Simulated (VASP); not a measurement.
# SrCl2 (Fm-3m) in VASP: single point with PBE

Aim: the single point of SrCl2 with PBE.

Program: VASP 6.6.1. These are calculated values, not measurements. Logs are shortened: lines on timing, memory, paths and dates and some standing lists are left out, and cuts for length are marked.

## 1. The cell of the first run

Symmetry: Fm-3m, No. 225, cubic system. Conventional cell: a = 7.013 Å, b = 7.013 Å, c = 7.013 Å, α = 90.00°, β = 90.00°, γ = 90.00°. Sr (site symmetry m-3m) has 8 Cl at 3.04 Å within 4.0 Å. Within 4.0 Å of Cl (site symmetry -43m) lie 4 Sr at 3.04 Å and 6 Cl at 3.51 Å.

## 2. Single point, PBE

File INCAR:

```
PREC     = Accurate       # precision mode
ENCUT    = 520            # plane-wave cutoff, eV
EDIFF    = 1E-6           # SCF threshold, eV
ISMEAR   = -1             # smearing method
SIGMA    = 0.1            # smearing width, eV
LREAL    = False          # projectors in reciprocal space
LASPH    = True           # aspherical terms in the spheres
NELM     = 60             # most SCF steps
ALGO     = Normal         # electronic algorithm
ISIF     = 2              # what is computed and relaxed
LWAVE    = False          # write WAVECAR
LCHARG   = True           # write CHGCAR
GGA      = PE             # functional
LELF     = True           # ELF
LVHAR    = True         
NBANDS   = 19             # bands
```

File KPOINTS:

```
regular mesh
0
Gamma
  6 6 6
```

File POSCAR:

```
SrCl2
1.0
    0.0000000000      3.5066820000      3.5066820000
    3.5066820000      0.0000000000      3.5066820000
    3.5066820000      3.5066820000      0.0000000000
Sr Cl
1 2
Direct
    0.0000000000      0.0000000000      0.0000000000
    0.2500000000      0.2500000000      0.2500000000
    0.7500000000      0.7500000000      0.7500000000
```

Potentials or basis: VASP PAW PBE potentials, release 64 (Sr_sv, Cl).

Command:

```sh
$ cat potpaw_PBE.64/Sr_sv/POTCAR potpaw_PBE.64/Cl/POTCAR > POTCAR
$ mpirun -np 1 vasp_std > vasp.out
```

OUTCAR:

```text
PREC = Accurate
   ENCUT = 520
   EDIFF = 1E-6
   ISMEAR = -1
   LREAL = False
   LASPH = True
   NELM = 60
   ISIF = 2
   GGA = PE

 ion  position               nearest neighbor table
   1  0.000  0.000  0.000-   2 3.04   3 3.04   3 3.04   3 3.04   3 3.04   2 3.04   2 3.04   2 3.04

   2  0.250  0.250  0.250-   1 3.04   1 3.04   1 3.04   1 3.04
   3  0.750  0.750  0.750-   1 3.04   1 3.04   1 3.04   1 3.04

  LATTYP: Found a face centered cubic cell.
 ALAT       =     7.0133640000

  Lattice vectors:

 A1 = (   0.0000000000,   3.5066820000,   3.5066820000)
 A2 = (   3.5066820000,   0.0000000000,   3.5066820000)
 A3 = (   3.5066820000,   3.5066820000,   0.0000000000)

Analysis of symmetry for initial positions (statically):
=====================================================================
 Subroutine PRICEL returns:
 Original cell was already a primitive cell.

 Routine SETGRP: Setting up the symmetry group for a
 face centered cubic supercell.

 Subroutine GETGRP returns: Found 48 space group operations
 (whereof 48 operations were pure point group operations)
 out of a pool of 48 trial point group operations.

The static configuration has the point symmetry O_h .

Analysis of symmetry for dynamics (positions and initial velocities):
=====================================================================
 Subroutine PRICEL returns:
 Original cell was already a primitive cell.

 Routine SETGRP: Setting up the symmetry group for a
 face centered cubic supercell.

 Subroutine GETGRP returns: Found 48 space group operations
 (whereof 48 operations were pure point group operations)
 out of a pool of 48 trial point group operations.

The dynamic configuration has the point symmetry O_h .

 Subroutine INISYM returns: Found 48 space group operations
 (whereof 48 operations are pure point group operations),
 and found     1 'primitive' translations

----------------------------------------------------------------------------------------

                                     Primitive cell

  volume of cell :      86.2421

  direct lattice vectors                    reciprocal lattice vectors
     0.000000000  3.506682000  3.506682000    -0.142584928  0.142584928  0.142584928
     3.506682000  0.000000000  3.506682000     0.142584928 -0.142584928  0.142584928
     3.506682000  3.506682000  0.000000000     0.142584928  0.142584928 -0.142584928

  length of vectors
     4.959197243  4.959197243  4.959197243     0.246964339  0.246964339  0.246964339

  position of ions in fractional coordinates (direct lattice)
     0.000000000  0.000000000  0.000000000
     0.250000000  0.250000000  0.250000000
     0.750000000  0.750000000  0.750000000

  ion indices of the primitive-cell ions
   primitive index   ion index
                 1           1
                 2           2
                 3           3

----------------------------------------------------------------------------------------

 KPOINTS: regular mesh

Automatic generation of k-mesh.
 Grid dimensions read from file:
 generate k-points for:    6    6    6

 Generating k-lattice:

  Cartesian coordinates                     Fractional coordinates (reciprocal lattice)
    -0.023764155  0.023764155  0.023764155     0.166666667  0.000000000  0.000000000
     0.023764155 -0.023764155  0.023764155     0.000000000  0.166666667  0.000000000
     0.023764155  0.023764155 -0.023764155     0.000000000  0.000000000  0.166666667

  Length of vectors
     0.041160723  0.041160723  0.041160723

  Shift w.r.t. Gamma in fractional coordinates (k-lattice)
     0.000000000  0.000000000  0.000000000

 Subroutine IBZKPT returns following result:
 ===========================================

 Found     16 irreducible k-points:

 Following reciprocal coordinates:
            Coordinates               Weight
  0.000000  0.000000  0.000000      1.000000
  0.166667  0.000000  0.000000      8.000000
  0.333333  0.000000  0.000000      8.000000
  0.500000  0.000000  0.000000      4.000000
  0.166667  0.166667  0.000000      6.000000
  0.333333  0.166667  0.000000     24.000000
[... 8 lines left out ...]
 -0.333333  0.333333  0.166667     24.000000
 -0.333333  0.500000  0.166667     12.000000
   k-points           NKPTS =     16   k-points in BZ     NKDIM =     16   number of bands    NBANDS=     19
   number of dos      NEDOS =    301   number of ions     NIONS =      3
   total plane-waves  NPLWV =  64000
   dimension x,y,z NGX =    40 NGY =   40 NGZ =   40
   dimension x,y,z NGXF=    80 NGYF=   80 NGZF=   80
   ions per type =               1   2
   NGX,Y,Z   is equivalent  to a cutoff of  13.41, 13.41, 13.41 a.u.
   NGXF,Y,Z  is equivalent  to a cutoff of  26.82, 26.82, 26.82 a.u.
 SYSTEM =  unknown system
   PREC   = accura    normal or accurate (medium, high low for compatibility)
   ISTART =      0    job   : 0-new  1-cont  2-samecut
   ICHARG =      2    charge: 1-file 2-atom 10-const
   ISPIN  =      1    spin polarized calculation?
   LNONCOLLINEAR =      F non collinear calculations
   LSORBIT =      F    spin-orbit coupling
   LASPH  =      T    aspherical Exc in radial PAW
   ENCUT  =  520.0 eV  38.22 Ry    6.18 a.u.   9.22  9.22  9.22*2*pi/ulx,y,z
   NELM   =     60;   NELMIN=  2; NELMDL= -5     # of ELM steps
   EDIFF  = 0.1E-05   stopping-criterion for ELM
   LREAL  =      F    real-space projection
   EDIFFG = 0.1E-04   stopping-criterion for IOM
   NSW    =      0    number of steps for IOM
   IBRION =     -1    ionic relax: 0-MD 1-quasi-New 2-CG
   NFREE  =      0    steps in history (QN), initial steepest desc. (CG)
   ISIF   =      2    stress and relaxation
   ISYM   =      2    0-nonsym 1-usesym 2-fastsym
   POTIM  = 0.5000    time-step for ionic-motion
   TEBEG  =    0.0;   TEEND  =   0.0 temperature during run
   PSTRESS=    0.0 pullay stress
   NELECT =      24.0000    total number of electrons
   NUPDOWN=      -1.0000    fix difference up-down
   EMIN   =  10.00;   EMAX   =-10.00  energy-range for DOS
   EFERMI =   0.00;   METHOD = LEGACY
   ISMEAR =    -1;   SIGMA  =   0.10  broadening in eV -4-tet -1-fermi 0-gaus
   EFERMI_NEDOS =   21; number of points for ismear=-14 and -15
   IALGO  =     38    algorithm
   IMIX   =      4    mixing-type and parameters
     AMIX     =   0.40;   BMIX     =  1.00
     AMIX_MAG =   1.60;   BMIX_MAG =  1.00
  volume/ion in A,a.u.               =      28.75       194.00
  Fermi-wavevector in a.u.,A,eV,Ry     =   1.068822  2.019781 15.543040  1.142381
  Thomas-Fermi vector in A             =   2.204483
   LORBIT       =      0    0 simple, 1 ext, 2 COOP (PROOUT), +10 PAW based schemes
   GGA     = PE    functional components
   LHFCALC =     F    Hartree Fock is set to
   AEXX    =    0.0000 exact exchange contribution
   IVDW    =     0    specifies the selected vdW correction
   LEPSILON=     F    determine dielectric tensor
   LRPA    =     F    only Hartree local field effects (RPA)
 non-spin polarized calculation
  energy-cutoff  :      520.00
  volume of cell :       86.24
 maximum number of plane-waves:      2346
 NGX is ok and might be reduce to    40
   NGX = 19   NGY = 19   NGZ = 19

 number of electron      24.0000001 magnetization

 Free energy of the ion-electron system (eV)
  ---------------------------------------------------
  ext. energy  EPLUGINS =         0.00000000
  ---------------------------------------------------
  free energy    TOTEN  =       -12.78931567 eV

  energy without entropy =      -12.78931567  energy(sigma->0) =      -12.78931567

 E-fermi :   2.2086     XC(G=0):  -8.2154

 val. band max:        0.0503823852   @ k =   0.5000   0.5000   0.0000
 cond. band min:       5.3278505677   @ k =   0.0000   0.0000   0.0000
 fundamental gap:      5.2774681825
 Fermi energy:         2.2086487172

 k-point     1 :       0.0000    0.0000    0.0000
  band No.  band energies     occupation
      1     -32.8888      2.00000
      2     -14.8737      2.00000
      3     -14.8737      2.00000
      4     -14.8737      2.00000
      5     -13.2065      2.00000
      6     -12.3882      2.00000
[... 11 lines left out ...]
     18       9.0591      0.00000
     19       9.2705      0.00000

 k-point     2 :       0.1667    0.0000    0.0000
  band No.  band energies     occupation
      1     -32.8881      2.00000
      2     -14.9513      2.00000
      3     -14.8769      2.00000
      4     -14.8769      2.00000
      5     -13.0683      2.00000
      6     -12.4429      2.00000
[... 11 lines left out ...]
     18       8.7435      0.00000
     19       9.8104      0.00000

 k-point     3 :       0.3333    0.0000    0.0000
  band No.  band energies     occupation
      1     -32.8867      2.00000
      2     -15.0774      2.00000
      3     -14.8832      2.00000
      4     -14.8832      2.00000
      5     -12.8605      2.00000
      6     -12.5041      2.00000
[... 11 lines left out ...]
     18       8.5721      0.00000
     19       9.0841      0.00000

 k-point     4 :       0.5000    0.0000    0.0000
  band No.  band energies     occupation
      1     -32.8859      2.00000
      2     -15.1304      2.00000
      3     -14.8863      2.00000
      4     -14.8863      2.00000
      5     -12.8216      2.00000
      6     -12.4756      2.00000
[... 11 lines left out ...]
     18       8.5980      0.00000
     19       8.7190      0.00000

 k-point     5 :       0.1667    0.1667    0.0000
  band No.  band energies     occupation
      1     -32.8879      2.00000
      2     -14.9698      2.00000
      3     -14.8812      2.00000
      4     -14.8812      2.00000
      5     -13.0181      2.00000
      6     -12.4646      2.00000
[... 11 lines left out ...]
     18       8.7974      0.00000
     19       8.9143      0.00000

 k-point     6 :       0.3333    0.1667    0.0000
  band No.  band energies     occupation
      1     -32.8867      2.00000
      2     -15.0609      2.00000
      3     -14.9014      2.00000
      4     -14.8882      2.00000
      5     -12.8165      2.00000
      6     -12.5389      2.00000
[... 11 lines left out ...]
     18       8.4909      0.00000
     19       9.4282      0.00000

 k-point     7 :       0.5000    0.1667    0.0000
  band No.  band energies     occupation
      1     -32.8857      2.00000
      2     -15.1080      2.00000
      3     -14.9362      2.00000
      4     -14.8908      2.00000
      5     -12.7414      2.00000
      6     -12.5164      2.00000
[... 11 lines left out ...]
     18       8.7692      0.00000
     19       9.1577      0.00000

 k-point     8 :      -0.3333    0.1667    0.0000
  band No.  band energies     occupation
      1     -32.8859      2.00000
      2     -15.0865      2.00000
      3     -14.9425      2.00000
      4     -14.8864      2.00000
      5     -12.7500      2.00000
      6     -12.5316      2.00000
[... 80 lines left out ...]
 k-point    12 :      -0.3333    0.3333    0.0000
  band No.  band energies     occupation
      1     -32.8852      2.00000
      2     -15.0673      2.00000
      3     -15.0236      2.00000
      4     -14.8946      2.00000
      5     -12.6396      2.00000
      6     -12.5546      2.00000
[... 11 lines left out ...]
     18       9.0136      0.00000
     19      10.1579      0.00000

 k-point    13 :       0.5000    0.5000    0.0000
  band No.  band energies     occupation
      1     -32.8850      2.00000
      2     -15.1863      2.00000
      3     -14.9039      2.00000
      4     -14.9039      2.00000
      5     -12.6787      2.00000
      6     -12.4989      2.00000
[... 11 lines left out ...]
     18       8.6455      0.00000
     19       9.8379      0.00000

 k-point    14 :       0.5000    0.3333    0.1667
  band No.  band energies     occupation
      1     -32.8857      2.00000
      2     -15.0919      2.00000
      3     -14.9553      2.00000
      4     -14.8937      2.00000
      5     -12.6595      2.00000
      6     -12.5898      2.00000
[... 11 lines left out ...]
     18       8.6792      0.00000
     19       9.7767      0.00000

 k-point    15 :      -0.3333    0.3333    0.1667
  band No.  band energies     occupation
      1     -32.8852      2.00000
      2     -15.0740      2.00000
      3     -15.0136      2.00000
      4     -14.8979      2.00000
      5     -12.6392      2.00000
      6     -12.5550      2.00000
[... 11 lines left out ...]
     18       9.1033      0.00000
     19       9.8833      0.00000

 k-point    16 :      -0.3333    0.5000    0.1667
  band No.  band energies     occupation
      1     -32.8850      2.00000
      2     -15.1208      2.00000
      3     -14.9801      2.00000
      4     -14.9041      2.00000
      5     -12.6283      2.00000
      6     -12.5389      2.00000
[... 11 lines left out ...]
     18       9.4934      0.00000
     19       9.9680      0.00000

------------------------ aborting loop because EDIFF is reached ----------------------------------------

  FORCE on cell =-STRESS in cart. coord.  units (eV):
  Direction    XX          YY          ZZ          XY          YZ          ZX
  --------------------------------------------------------------------------------------
  -------------------------------------------------------------------------------------
  Total        0.2633962      0.2633962      0.2633962      0.0000000      0.0000000      0.0000000
  in kB        4.8932907      4.8932907      4.8932907      0.0000000      0.0000000      0.0000000
  external PRESSURE =       4.8932907 kB  Pullay stress =       0.0000000 kB

 VOLUME and BASIS-vectors are now :
 -----------------------------------------------------------------------------
  energy-cutoff  :      520.00
  volume of cell :       86.24
      direct lattice vectors                 reciprocal lattice vectors
     0.000000000  3.506682000  3.506682000    -0.142584928  0.142584928  0.142584928
     3.506682000  0.000000000  3.506682000     0.142584928 -0.142584928  0.142584928
     3.506682000  3.506682000  0.000000000     0.142584928  0.142584928 -0.142584928

 POSITION                                       TOTAL-FORCE (eV/Angst)
 -----------------------------------------------------------------------------------
      0.00000      0.00000      0.00000        -0.000000      0.000000     -0.000000
      1.75334      1.75334      1.75334         0.000000      0.000000      0.000000
      5.26002      5.26002      5.26002        -0.000000     -0.000000     -0.000000
 -----------------------------------------------------------------------------------
    total drift:                               -0.000000     -0.000000      0.000000

  FREE ENERGIE OF THE ION-ELECTRON SYSTEM (eV)
  ---------------------------------------------------
  free  energy   TOTEN  =       -12.7893156691 eV

  energy  without entropy=      -12.7893156689  energy(sigma->0) =      -12.78931567
```

Wall time 30 s (1 thread of Intel Xeon Platinum 8259CL at 2.50GHz (Skylake/Cascade Lake), shared host); peak memory 0.24 GiB.

What came out:

* Free energy: -12.7893 eV
* Pressure: 0.5 GPa
* Band gap on the k mesh: 5.28 eV, indirect (least direct gap 5.51 eV)

A k mesh can miss the band edges.
